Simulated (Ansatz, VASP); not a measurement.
# Ga2PN in VASP and in Ansatz

```
CELL_PARAMETERS angstrom
3.83630 0.00000 0.00000
-1.91815 3.32233 0.00000
0.00000 0.00000 4.98181
ATOMIC_POSITIONS crystal
Ga 0.66667 0.33333 0.74502
Ga 0.66667 0.33333 0.25498
P 0.33333 0.66667 0.50000
N 0.00000 0.00000 0.00000
```

Change from the starting cell: species swapped into the BiSbPt2 type (P-6m2, No. 187).

Alike in both runs: task single point; functional PBE; k mesh 6 × 6 × 4; occupations gaussian, width 0.1 eV; collinear spin.

|  | VASP | Ansatz |
| --- | --- | --- |
| version | VASP 6.6.1 | Ansatz 0.2.0 |
| potentials or method | VASP PAW PBE potentials, release 64 (Ga_d, P, N), cutoff 600 eV | scalar-relativistic, plane waves, PAW |
| valence electrons in the cell | 36 | 36 |

```csv
,VASP,Ansatz,Ansatz less VASP
gap on the k mesh at the Fermi level (eV),none,none,-
pressure (GPa),-5.4,-5.4,-0.02
"traceless stress, the component that is largest in VASP (GPa)",18.10,18.02,-0.075
rms of the force components (eV/Å),0.864,0.863,-0.0015
net moment per atom (μB),0.00,0.00,0.000
```

Atom by atom the forces differ by 0.002 eV/Å (rms over components). A gap of «none» marks a metal or a gap that the smearing closes. With one functional, cell and mesh, what is left measures potentials, basis and numerics. Ansatz's warnings: seeded moment not kept.
